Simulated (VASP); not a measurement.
SnO, 4 atoms in the cell. The structure is tetragonal, space group P4/nmm (No. 129). The conventional cell has a = 3.641 Å, b = 3.641 Å, c = 4.906 Å, α = 90.00°, β = 90.00°, γ = 90.00°. Within 2.9 Å of Sn (site symmetry 4mm) lie 4 O at 2.18 Å. Within 2.9 Å of O (site symmetry -4m2) lie 4 Sn at 2.18 Å and 4 O at 2.57 Å.  This cell differs from its parent crystal: epitaxial xy strain -4.0%.

| Item | Value |
| --- | --- |
| Program | VASP 6.6.1 |
| Task | single point |
| Functional | r2SCAN |
| Potentials or basis | VASP PAW PBE potentials, release 64 (Sn_d, O) |
| Cutoff | 520 eV |
| k mesh | 6 × 6 × 6 |
| Occupations | fermi-dirac, width 0.02 eV |
| Spin | no spin polarisation |
| Dipole correction | no |
| Further INCAR settings | ALGO = Normal; EDIFF = 1e-06; NBANDS = 28 |

Potentials or basis: VASP PAW PBE potentials, release 64 (Sn_d, O).

Command:

```console
$ cat potpaw_PBE.64/Sn_d/POTCAR potpaw_PBE.64/O/POTCAR > POTCAR
$ cp INCAR.step1 INCAR
$ mpirun -np 1 vasp_std > vasp.out
$ cp INCAR.step2 INCAR
$ mpirun -np 1 vasp_std > vasp.out
```

Hardware: 1 thread of Intel(R) Xeon(R) 6975P-C (Granite Rapids), with other jobs on the host.

Question: Estimate the wall time of this run.

Answer: Wall time 98 s on 1 thread of Intel(R) Xeon(R) 6975P-C (Granite Rapids), with other jobs on the host, peak memory 0.21 GiB. Counts: k points 40.
